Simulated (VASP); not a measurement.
# Eu (Im-3m) in VASP: single point with PBE

Aim: the single point of Eu with PBE.

All numbers are computed with VASP 6.6.1; they aren't measurements. Logs are shortened: lines on timing, memory, paths and dates and some standing lists are left out, and cuts for length are marked.

### Step 1. The cell of the first run

It takes space group Im-3m (No. 229, cubic). Conventional cell: a = 4.362 Å, b = 4.362 Å, c = 4.362 Å, α = 90.00°, β = 90.00°, γ = 90.00°. Within 5.0 Å of Eu (site symmetry m-3m) lie 14 Eu at 3.78 to 4.36 Å.

### Step 2. Single point, PBE, non-collinear spin, typed start, spin-orbit coupling

POSCAR

```
Eu
1.0
   -2.1810680254      2.1810680254      2.1810680254
    2.1810680254     -2.1810680254      2.1810680254
    2.1810680254      2.1810680254     -2.1810680254
Eu
1
Direct
    0.0000000000      0.0000000000      0.0000000000
```

INCAR.step1

```
ALGO = Normal ; EDIFF = 1E-6
ENCUT = 520 ; GGA = PE
GGA_COMPAT = False ; ISIF = 2
ISMEAR = 0 ; KPAR = 4
LASPH = True ; LCHARG = True
LMAXMIX = 6 ; LORBMOM = True
LREAL = False ; LSORBIT = True
LWAVE = False ; MAGMOM = 0 0 7.07
NBANDS = 28 ; NELM = 150
PREC = Accurate ; SIGMA = 0.05
```

KPOINTS.step1

```
k-points
0
Gamma
  14 14 14
```

INCAR.step2

```
ALGO = Normal ; EDIFF = 1E-6
ENCUT = 520 ; GGA = PE
GGA_COMPAT = False ; ICHARG = 11
ISIF = 2 ; ISMEAR = -5
KPAR = 4 ; LASPH = True
LCHARG = False ; LMAXMIX = 6
LORBIT = 11 ; LORBMOM = True
LREAL = False ; LSORBIT = True
LWAVE = False ; MAGMOM = 0 0 7.07
NBANDS = 28 ; NEDOS = 2001
NELM = 150 ; PREC = Accurate
SIGMA = 0.05
```

KPOINTS.step2

```
k-points
0
Gamma
  21 21 21
```

Potentials or basis: VASP PAW PBE potentials, release 64 (Eu).

On the command line:

```
$ cat potpaw_PBE.64/Eu/POTCAR > POTCAR
$ cp INCAR.step1 INCAR
$ cp KPOINTS.step1 KPOINTS
$ mpirun -np 4 vasp_ncl > vasp.out
$ cp INCAR.step2 INCAR
$ cp KPOINTS.step2 KPOINTS
$ mpirun -np 4 vasp_ncl > vasp.out
```

OUTCAR:

```text
EDIFF = 1E-6
   ENCUT = 520
   GGA = PE
   ICHARG = 11
   ISIF = 2
   ISMEAR = -5
   LASPH = True
   LORBIT = 11
   LREAL = False
   LSORBIT = True
   NELM = 150
   PREC = Accurate

 ion  position               nearest neighbor table
   1  0.000  0.000  0.000-

  LATTYP: Found a body centered cubic cell.
 ALAT       =     4.3621360508

  Lattice vectors:

 A1 = (  -2.1810680254,   2.1810680254,   2.1810680254)
 A2 = (   2.1810680254,  -2.1810680254,   2.1810680254)
 A3 = (   2.1810680254,   2.1810680254,  -2.1810680254)

Analysis of symmetry for initial positions (statically):
=====================================================================
 Subroutine PRICEL returns:
 Original cell was already a primitive cell.

 Routine SETGRP: Setting up the symmetry group for a
 body centered cubic supercell.

 Subroutine GETGRP returns: Found 48 space group operations
 (whereof 48 operations were pure point group operations)
 out of a pool of 48 trial point group operations.

The static configuration has the point symmetry O_h .

Analysis of symmetry for dynamics (positions and initial velocities):
=====================================================================
 Subroutine PRICEL returns:
 Original cell was already a primitive cell.

 Routine SETGRP: Setting up the symmetry group for a
 body centered cubic supercell.

 Subroutine GETGRP returns: Found 48 space group operations
 (whereof 48 operations were pure point group operations)
 out of a pool of 48 trial point group operations.

The dynamic configuration has the point symmetry O_h .

Analysis of structural, dynamic, and magnetic symmetry:
=====================================================================
 Subroutine PRICEL returns:
 Original cell was already a primitive cell.

 Routine SETGRP: Setting up the symmetry group for a
 body centered cubic supercell.

 Subroutine GETGRP returns: Found  8 space group operations
 (whereof  8 operations were pure point group operations)
 out of a pool of 48 trial point group operations.

The overall configuration has the point symmetry C_4h.

 Subroutine INISYM returns: Found  8 space group operations
 (whereof  8 operations are pure point group operations),
 and found     1 'primitive' translations

----------------------------------------------------------------------------------------

                                     Primitive cell

  volume of cell :      41.5019

  direct lattice vectors                    reciprocal lattice vectors
    -2.181068025  2.181068025  2.181068025     0.000000000  0.229245486  0.229245486
     2.181068025 -2.181068025  2.181068025     0.229245486  0.000000000  0.229245486
     2.181068025  2.181068025 -2.181068025     0.229245486  0.229245486  0.000000000

  length of vectors
     3.777720635  3.777720635  3.777720635     0.324202076  0.324202076  0.324202076

  position of ions in fractional coordinates (direct lattice)
     0.000000000  0.000000000  0.000000000

  ion indices of the primitive-cell ions
   primitive index   ion index
                 1           1

----------------------------------------------------------------------------------------

 KPOINTS: k-points

Automatic generation of k-mesh.
 Grid dimensions read from file:
 generate k-points for:   21   21   21

 Generating k-lattice:

  Cartesian coordinates                     Fractional coordinates (reciprocal lattice)
     0.000000000  0.010916452  0.010916452     0.047619048  0.000000000  0.000000000
     0.010916452  0.000000000  0.010916452     0.000000000  0.047619048  0.000000000
     0.010916452  0.010916452  0.000000000     0.000000000  0.000000000  0.047619048

  Length of vectors
     0.015438194  0.015438194  0.015438194

  Shift w.r.t. Gamma in fractional coordinates (k-lattice)
     0.000000000  0.000000000  0.000000000

 TETIRR: Found  23190 inequivalent tetrahedra from    55566

 Subroutine IBZKPT returns following result:
 ===========================================

 Found   1221 irreducible k-points:

 Following reciprocal coordinates:
            Coordinates               Weight
  0.000000  0.000000  0.000000      1.000000
  0.047619  0.000000  0.000000      8.000000
  0.000000  0.000000  0.047619      4.000000
  0.095238  0.000000  0.000000      8.000000
  0.000000  0.000000  0.095238      4.000000
  0.142857  0.000000  0.000000      8.000000
[... 16 lines left out ...]
 -0.000000  0.047619  0.047619      8.000000
  0.047619 -0.000000  0.047619      8.000000
 [... further k-points ...]
   k-points           NKPTS =   1221   k-points in BZ     NKDIM =   1221   number of bands    NBANDS=     28
   number of dos      NEDOS =   2001   number of ions     NIONS =      1
   total plane-waves  NPLWV =  21952
   dimension x,y,z NGX =    28 NGY =   28 NGZ =   28
   dimension x,y,z NGXF=    56 NGYF=   56 NGZF=   56
   ions per type =               1
   NGX,Y,Z   is equivalent  to a cutoff of  12.32, 12.32, 12.32 a.u.
   NGXF,Y,Z  is equivalent  to a cutoff of  24.64, 24.64, 24.64 a.u.
 SYSTEM =  unknown system
   PREC   = accura    normal or accurate (medium, high low for compatibility)
   ISTART =      0    job   : 0-new  1-cont  2-samecut
   ICHARG =     11    charge: 1-file 2-atom 10-const
   ISPIN  =      1    spin polarized calculation?
   LNONCOLLINEAR =      T non collinear calculations
   LSORBIT =      T    spin-orbit coupling
   LASPH  =      T    aspherical Exc in radial PAW
   ENCUT  =  520.0 eV  38.22 Ry    6.18 a.u.   7.02  7.02  7.02*2*pi/ulx,y,z
   NELM   =    150;   NELMIN=  2; NELMDL=  0     # of ELM steps
   EDIFF  = 0.1E-05   stopping-criterion for ELM
   LREAL  =      F    real-space projection
   EDIFFG = 0.1E-04   stopping-criterion for IOM
   NSW    =      0    number of steps for IOM
   IBRION =     -1    ionic relax: 0-MD 1-quasi-New 2-CG
   NFREE  =      0    steps in history (QN), initial steepest desc. (CG)
   ISIF   =      2    stress and relaxation
   ISYM   =      2    0-nonsym 1-usesym 2-fastsym
   POTIM  = 0.5000    time-step for ionic-motion
   TEBEG  =    0.0;   TEEND  =   0.0 temperature during run
   PSTRESS=    0.0 pullay stress
   NELECT =      17.0000    total number of electrons
   NUPDOWN=      -1.0000    fix difference up-down
   EMIN   =  10.00;   EMAX   =-10.00  energy-range for DOS
   EFERMI =   0.00;   METHOD = LEGACY
   ISMEAR =    -5;   SIGMA  =   0.05  broadening in eV -4-tet -1-fermi 0-gaus
   EFERMI_NEDOS =   21; number of points for ismear=-14 and -15
   IALGO  =     38    algorithm
   IMIX   =      4    mixing-type and parameters
     AMIX     =   0.40;   BMIX     =  1.00
     AMIX_MAG =   1.60;   BMIX_MAG =  1.00
  volume/ion in A,a.u.               =      41.50       280.07
  Fermi-wavevector in a.u.,A,eV,Ry     =   1.215818  2.297563 20.112317  1.478214
  Thomas-Fermi vector in A             =   2.351193
   LORBIT       =     11    0 simple, 1 ext, 2 COOP (PROOUT), +10 PAW based schemes
   GGA     = PE    functional components
   LHFCALC =     F    Hartree Fock is set to
   AEXX    =    0.0000 exact exchange contribution
   IVDW    =     0    specifies the selected vdW correction
   LEPSILON=     F    determine dielectric tensor
   LRPA    =     F    only Hartree local field effects (RPA)
 Fermi weights with tetrahedron method with Bloechl corrections
  energy-cutoff  :      520.00
  volume of cell :       41.50
 maximum number of plane-waves:      2288

 number of electron      16.9999994 magnetization      -0.0000000     -0.0000000      7.1853298

 Free energy of the ion-electron system (eV)
  ---------------------------------------------------
  ext. energy  EPLUGINS =         0.00000000
  ---------------------------------------------------
  free energy    TOTEN  =       -12.00775946 eV

  energy without entropy =      -12.00775946  energy(sigma->0) =      -12.00775946

 E-fermi :   2.1435     XC(G=0):  -8.8912

 val. band max:        2.1725606419   @ k =  -0.4286   0.1429  -0.4286
 cond. band min:       2.1284436940   @ k =  -0.2857   0.2381   0.4762
 fundamental gap:     -0.0441169479
 Fermi energy:         2.1434996801

 k-point     1 :       0.0000    0.0000    0.0000
  band No.  band energies     occupation
      1     -39.5048      1.00000
      2     -36.4115      1.00000
      3     -20.0558      1.00000
      4     -19.3459      1.00000
      5     -16.8748      1.00000
      6     -15.7459      1.00000
[... 20 lines left out ...]
     27       6.0558      0.00000
     28       6.1074      0.00000

 k-point     2 :       0.0476    0.0000    0.0000
  band No.  band energies     occupation
      1     -39.5039      1.00000
      2     -36.4105      1.00000
      3     -20.0593      1.00000
      4     -19.3501      1.00000
      5     -16.8801      1.00000
      6     -15.7523      1.00000
[... 20 lines left out ...]
     27       6.0159      0.00000
     28       6.1277      0.00000

 k-point     3 :       0.0000    0.0000    0.0476
  band No.  band energies     occupation
      1     -39.5039      1.00000
      2     -36.4105      1.00000
      3     -20.0597      1.00000
      4     -19.3493      1.00000
      5     -16.8814      1.00000
      6     -15.7521      1.00000
[... 616 lines left out ...]
      3     -20.0669      1.00000
      4     -19.3566      1.00000
      5     -16.8928      1.00000
      6     -15.7644      1.00000
[... 20 lines left out ...]
     27       6.0587      0.00000
     28       6.0876      0.00000

 k-point    24 :       0.0476   -0.0000    0.0476
  band No.  band energies     occupation
      1     -39.5023      1.00000
      2     -36.4084      1.00000
      3     -20.0669      1.00000
      4     -19.3566      1.00000
      5     -16.8928      1.00000
      6     -15.7644      1.00000
[... 20 lines left out ...]
     27       6.0700      0.00000
     28       6.3919      0.00000

 [... further k-points ...]

------------------------ aborting loop because EDIFF is reached ----------------------------------------

  FORCE on cell =-STRESS in cart. coord.  units (eV):
  Direction    XX          YY          ZZ          XY          YZ          ZX
  --------------------------------------------------------------------------------------
  -------------------------------------------------------------------------------------
  Total       -0.0385103     -0.0385103     -0.0244320     -0.0000000      0.0000000      0.0000000
  in kB       -1.4866899     -1.4866899     -0.9431955     -0.0000006      0.0000000      0.0000000
  external PRESSURE =      -1.3055251 kB  Pullay stress =       0.0000000 kB

 VOLUME and BASIS-vectors are now :
 -----------------------------------------------------------------------------
  energy-cutoff  :      520.00
  volume of cell :       41.50
      direct lattice vectors                 reciprocal lattice vectors
    -2.181068025  2.181068025  2.181068025     0.000000000  0.229245486  0.229245486
     2.181068025 -2.181068025  2.181068025     0.229245486  0.000000000  0.229245486
     2.181068025  2.181068025 -2.181068025     0.229245486  0.229245486  0.000000000

 POSITION                                       TOTAL-FORCE (eV/Angst)
 -----------------------------------------------------------------------------------
      0.00000      0.00000      0.00000         0.000000      0.000000     -0.000000
 -----------------------------------------------------------------------------------
    total drift:                               -0.000000     -0.000000     -0.000000

  FREE ENERGIE OF THE ION-ELECTRON SYSTEM (eV)
  ---------------------------------------------------
  free  energy   TOTEN  =       -12.0077594567 eV

  energy  without entropy=      -12.0077594567  energy(sigma->0) =      -12.00775946

 orbital moment (x)

 # of ion     p       d       f       tot
 ------------------------------------------------
  1         0.000   0.000  -0.000  -0.000
 ------------------------------------------------
            0.000   0.000  -0.000  -0.000

 orbital moment (y)

 # of ion     p       d       f       tot
 ------------------------------------------------
  1         0.000   0.000   0.000   0.000
 ------------------------------------------------
            0.000   0.000   0.000   0.000

 orbital moment (z)

 # of ion     p       d       f       tot
 ------------------------------------------------
  1        -0.014  -0.009  -0.191  -0.214
 ------------------------------------------------
           -0.014  -0.009  -0.191  -0.214

 Spin-Orbit-Coupling matrix elements

 Ion:    1  E_soc:     -1.1397073
 l=   1
     0.0000000    -0.1537857    -0.1543651
    -0.1537857     0.0000000    -0.1537857
    -0.1543651    -0.1537857     0.0000000
 l=   2
     0.0000000     0.0000472     0.0000000     0.0000472    -0.0006182
     0.0000472     0.0000000    -0.0002795    -0.0000083    -0.0000935
     0.0000000    -0.0002795     0.0000000    -0.0002795     0.0000000
     0.0000472    -0.0000083    -0.0002795     0.0000000    -0.0000935
    -0.0006182    -0.0000935     0.0000000    -0.0000935     0.0000000
 l=   3
     0.0000000    -0.0050446     0.0000000     0.0000000     0.0000000    -0.0050234    -0.0083030
    -0.0050446     0.0000000    -0.0083583     0.0000000    -0.0083583    -0.0035192    -0.0050446
     0.0000000    -0.0083583     0.0000000    -0.0201522    -0.0010177    -0.0083210     0.0000000
     0.0000000     0.0000000    -0.0201522     0.0000000    -0.0201522     0.0000000     0.0000000
     0.0000000    -0.0083583    -0.0010177    -0.0201522     0.0000000    -0.0083210     0.0000000
    -0.0050234    -0.0035192    -0.0083210     0.0000000    -0.0083210     0.0000000    -0.0050234
    -0.0083030    -0.0050446     0.0000000     0.0000000     0.0000000    -0.0050234     0.0000000

 total charge

# of ion       s       p       d       f       tot
--------------------------------------------------
    1        2.086   5.744   0.301   6.631  14.762

 magnetization (x)

# of ion       s       p       d       f       tot
--------------------------------------------------
    1        0.000  -0.000   0.000   0.000   0.000

 magnetization (y)

# of ion       s       p       d       f       tot
--------------------------------------------------
    1       -0.000   0.000  -0.000   0.000  -0.000

 magnetization (z)

# of ion       s       p       d       f       tot
--------------------------------------------------
    1       -0.004  -0.090   0.121   6.592   6.619
```

Wall time 35 min (4 MPI ranks of Intel Xeon 6975P-C (Granite Rapids), shared host); peak memory 1.9 GiB.

Results:

```yaml
Net_moment: 7.19 μB per cell
Valence_electrons_inside_the_program's_atomic_spheres: Eu 14.76
```

Moments on the atoms (μB; x, y, z):
```
Eu  0.00 0.00 6.62
```

Caveat: semilocal functionals describe open f shells poorly, which spoils levels, moments and volumes. The state reached can hang on the start; a lower one may exist.
